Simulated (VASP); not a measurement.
Wanted: the native input for a VASP 6.6.1 run.

| Item | Value |
| --- | --- |
| Task | single point |
| Functional | BLYP |
| Potentials or basis | VASP PAW PBE potentials, release 64 (Mg) |
| Cutoff | 520 eV |
| k mesh | 11 × 11 × 11 |
| Occupations | fermi-dirac, width 0.1 eV |
| Spin | no spin polarisation |
| Dipole correction | no |
| Further INCAR settings | ALGO = Normal; EDIFF = 1e-06; NBANDS = 7 |

The structure of Mg lies in POSCAR:

```
Mg
1.0
    3.0494317001      0.0000000000      0.0000000000
    0.0000000000      3.0494317001      0.0000000000
    0.0000000000      0.0000000000      3.0494317001
Mg
1
Direct
    0.0000000000      0.0000000000      0.0000000000
```

This cell differs from its parent crystal: volume scaled by 0.96.

These files were run (other wordings do the same):

INCAR

```
AGGAC    = 1.0          
AGGAX    = 1.0          
ALDAC    = 0.0          
ALDAX    = 1.0          
ALGO     = Normal         # electronic algorithm
EDIFF    = 1E-6           # SCF threshold, eV
ENCUT    = 520            # plane-wave cutoff, eV
GGA      = B5             # functional
ISIF     = 2              # what is computed and relaxed
ISMEAR   = -1             # smearing method
LASPH    = True           # aspherical terms in the spheres
LCHARG   = False          # write CHGCAR
LREAL    = False          # projectors in reciprocal space
LWAVE    = False          # write WAVECAR
NBANDS   = 7              # bands
NELM     = 100            # most SCF steps
PREC     = Accurate       # precision mode
SIGMA    = 0.1            # smearing width, eV
```

KPOINTS

```
k-points
0
Gamma
  11 11 11
```

Potentials or basis: VASP PAW PBE potentials, release 64 (Mg).

The run is started by

```bash
$ cat potpaw_PBE.64/Mg/POTCAR > POTCAR
$ mpirun -np 1 vasp_std > vasp.out
```

Results of the run:

```yaml
Pressure: 0.8 GPa
Band_gap_on_the_k_mesh: zero (band 1 reaches 5.25 eV, above the bottom of band 2 at 0.75 eV)
```

Caveat: the PAW data sets were made with another functional, which shifts forces and pressure a little.

Wall time 8.3 s on 1 thread of Intel(R) Xeon(R) Platinum 8375C CPU @ 2.90GHz (Ice Lake), with other jobs on the host, peak memory 0.14 GiB.
